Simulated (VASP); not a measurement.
Here is a VASP 6.6.1 calculation.

File INCAR:

```
ALGO = Normal
EDIFF = 1E-6
EDIFFG = -0.03
ENCUT = 600
GGA = PS
IBRION = 2
ISIF = 8
ISMEAR = 1
ISPIN = 2
LASPH = T
LCHARG = F
LMAXMIX = 6
LORBIT = 11
LREAL = F
LWAVE = F
MAGMOM = 7
NELM = 150
NSW = 80
PREC = Accurate
SIGMA = 0.1
```

KPOINTS

```
k-points
0
Gamma
  6 6 6
```

File POSCAR:

```
Gd
1.0
   -2.0250000000      2.0250000000      2.0250000000
    2.0250000000     -2.0250000000      2.0250000000
    2.0250000000      2.0250000000     -2.0250000000
Gd
1
Direct
    0.0000000000      0.0000000000      0.0000000000
```

Potentials or basis: VASP PAW PBE potentials, release 64 (Gd).

Run with:

```bash
$ cat potpaw_PBE.64/Gd/POTCAR > POTCAR
$ mpirun -np 1 vasp_std > vasp.out
```

Problem. Estimate the site moments.

Solution. Gd +7.01 μB.

Problem. What does it give for the relaxed volume?

Solution. 30.53 Å³/atom.

Problem. What does it give for the space group after relaxing (to 0.1 Å)?

Solution. Im-3m (No. 229).

Final structure:
```
Gd
1.0
    -1.96893    1.96893    1.96893
     1.96893   -1.96893    1.96893
     1.96893    1.96893   -1.96893
Gd
1
Cartesian
  0.0000 0.0000 0.0000
```

Caveat: the k points lie up to 0.38 Å⁻¹ apart in the final cell; the PAW data sets were made with another functional, which shifts forces and pressure a little; semilocal functionals describe open f shells poorly, which spoils levels, moments and volumes. The state reached can hang on the start; a lower one may exist.
